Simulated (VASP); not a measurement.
Here is a VASP 6.6.1 calculation.

INCAR

```
SYSTEM = TiC3
ALGO     = Normal         ! electronic algorithm
EDIFF    = 1E-6           ! SCF threshold, eV
ENCUT    = 520            ! plane-wave cutoff, eV
GGA      = PE             ! functional
ISIF     = 2              ! what is computed and relaxed
ISMEAR   = 0              ! smearing method
LASPH    = .True.         ! aspherical terms in the spheres
LCHARG   = .True.         ! write CHGCAR
LELF     = .True.         ! ELF
LREAL    = .False.        ! projectors in reciprocal space
LVHAR    = .True.       
LWAVE    = .False.        ! write WAVECAR
NBANDS   = 20             ! bands
NELM     = 60             ! most SCF steps
PREC     = Accurate       ! precision mode
SIGMA    = 0.1            ! smearing width, eV
```

File KPOINTS:

```
k-points
0
Gamma
  14 14 14
  0 0 0
```

POSCAR

```
TiC3
1.0
    3.2007439153      0.0000000000      0.0000000000
    0.0000000000      3.2007439153      0.0000000000
    0.0000000000      0.0000000000      3.2007439153
Ti C
1 3
Direct
    0.5000000000      0.5000000000      0.5000000000
    0.5000000000      0.0000000000      0.0000000000
    0.0000000000      0.5000000000      0.0000000000
    0.0000000000      0.0000000000      0.5000000000
```

Potentials or basis: VASP PAW PBE potentials, release 64 (Ti_sv, C).

Command:

```sh
$ cat potpaw_PBE.64/Ti_sv/POTCAR potpaw_PBE.64/C/POTCAR > POTCAR
$ mpirun -np 1 vasp_std > vasp.out
```

**Question.** Estimate the pressure.

**Answer.** 0.3 GPa.

**Question.** What does it give for the band gap on the k mesh?

**Answer.** Zero (band 12 reaches 12.05 eV, above the bottom of band 13 at 8.92 eV).
